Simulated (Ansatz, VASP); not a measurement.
Given: the input of a run of Ansatz 0.2.0 on C.

input.yaml

```yaml
crystal:
  lattice:
    - [0.0, 1.78337, 1.78337]
    - [1.78337, 0.0, 1.78337]
    - [1.78337, 1.78337, 0.0]
  atoms:
    - { symbol: C, position: [0.25, 0.25, 0.25] }
    - { symbol: C, position: [0.0, 0.0, 0.0] }
kpoints:
  mp_grid: { grid: [13, 13, 13] }
scf:
  occupations: { method: gaussian, width: 0.1 }
hamiltonian:
  xc: lda
  pseudopotentials: { kind: all_electron, lapw: { basis_error: 0.001 } }
output:
  forces: true
  stress: true
  eigenvalues: true
```

Potentials or basis: all-electron LAPW, scalar-relativistic.

The run is started by

```bash
$ ansatz run input.yaml --threads 1 --pin off --max-ram 3072MiB --backend cpu --events-out ev --progress --plain --runs-dir out
```

Q: Translate it to VASP 6.6.1. Potentials there: VASP PAW LDA potentials, release 64 (C).

A: As run (the cutoff follows the program's own potentials):

File INCAR:

```
SYSTEM = C
ALGO = Normal
EDIFF = 1E-7
ENCUT = 520
GGA = CA
ISIF = 2
ISMEAR = 0
LASPH = .True.
LCHARG = .False.
LREAL = .False.
LWAVE = .False.
NBANDS = 11
NELM = 100
PREC = Accurate
SIGMA = 0.1
```

File KPOINTS:

```
k-points
0
Gamma
  13 13 13
  0 0 0
```

File POSCAR:

```
C
1.0
    0.0000000000      1.7833700000      1.7833700000
    1.7833700000      0.0000000000      1.7833700000
    1.7833700000      1.7833700000      0.0000000000
C
2
Direct
    0.2500000000      0.2500000000      0.2500000000
    0.0000000000      0.0000000000      0.0000000000
```

Potentials or basis: VASP PAW LDA potentials, release 64 (C).

Run with:

```console
$ cat potpaw_LDA.64/C/POTCAR > POTCAR
$ mpirun -np 1 vasp_std > vasp.out
```

Both were run:

|  | VASP | Ansatz | Ansatz less VASP |
| --- | --- | --- | --- |
| gap on the k mesh at the Fermi level (eV) | 4.11 | 4.11 | +0.006 |
| least direct gap on the mesh (eV) | 5.54 | 5.55 | +0.004 |
| pressure (GPa) | -11.6 | -13.0 | -1.35 |

LDA's correlation is that of Perdew and Zunger in VASP and of Perdew and Wang (1992) in Ansatz. Ansatz ran all-electron here, and VASP with PAW potentials.
